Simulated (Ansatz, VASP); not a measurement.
# GaAs in VASP and in Ansatz

Contents of INCAR:

```
SYSTEM = GaAs
  PREC = Accurate
  ENCUT = 500
  EDIFF = 1E-6
  ISMEAR = 0
  SIGMA = 0.1
  LREAL = .False.
  LASPH = .True.
  NELM = 200
  ALGO = Normal
  ISIF = 2
  LWAVE = .False.
  LCHARG = .True.
  ISPIN = 2
  MAGMOM = 0 0
  LORBIT = 11
  GGA = PE
  IVDW = 12
  LELF = .True.
  LVHAR = .True.
  NBANDS = 20
  GGA_COMPAT = .False.
```

Contents of KPOINTS:

```
Automatic mesh
0
Gamma
  4 4 4
  0 0 0
```

Contents of POSCAR:

```
GaAs
1.0
    0.0000000000      2.8750910496      2.8750910496
    2.8750910496      0.0000000000      2.8750910496
    2.8750910496      2.8750910496      0.0000000000
Ga As
1 1
Direct
    0.0000000000      0.0000000000      0.0000000000
    0.2500000000      0.2500000000      0.2500000000
```

Input for Ansatz:

```yaml
crystal:
  lattice:
    - [0.0, 2.8750910496, 2.8750910496]
    - [2.8750910496, 0.0, 2.8750910496]
    - [2.8750910496, 2.8750910496, 0.0]
  atoms:
    - { symbol: Ga, position: [0.0, 0.0, 0.0] }
    - { symbol: As, position: [0.25, 0.25, 0.25] }
basis:
  ecutwfc: 420
kpoints:
  mp_grid: { grid: [4, 4, 4] }
hamiltonian:
  xc: pbe
  dispersion: d3bj
scf:
  occupations: { method: gaussian, width: 0.1 }
output:
  forces: true
  stress: true
  eigenvalues: true
magnetization:
  spin_polarized: true
  initial_magnetization: 4.0
```

Alike in both runs: task single point; functional PBE; dispersion D3(BJ); k mesh 4 × 4 × 4; occupations gaussian, width 0.1 eV; collinear spin.

|  | VASP | Ansatz |
| --- | --- | --- |
| version | VASP 6.6.1 | Ansatz 0.2.0 |
| potentials or method | VASP PAW PBE potentials, release 64 (Ga_d, As), cutoff 500 eV | scalar-relativistic, plane waves, PAW |
| valence electrons in the cell | 18 | 28 |

|  | VASP | Ansatz | Ansatz less VASP |
| --- | --- | --- | --- |
| gap on the k mesh at the Fermi level (eV) | 0.13 | 0.13 | -0.003 |
| least direct gap on the mesh (eV) | 0.13 | 0.13 | -0.003 |
| pressure (GPa) | -1.9 | -2.0 | -0.12 |
| net moment per atom (μB) | 0.00 | 0.00 | 0.000 |

VASP's potentials hold 18 valence electrons a cell and Ansatz's 28, so a difference there can come from the potentials and not from the codes. Ansatz's warnings: seeded moment not kept.

The k mesh is coarse, so the values compare programs but aren't converged.
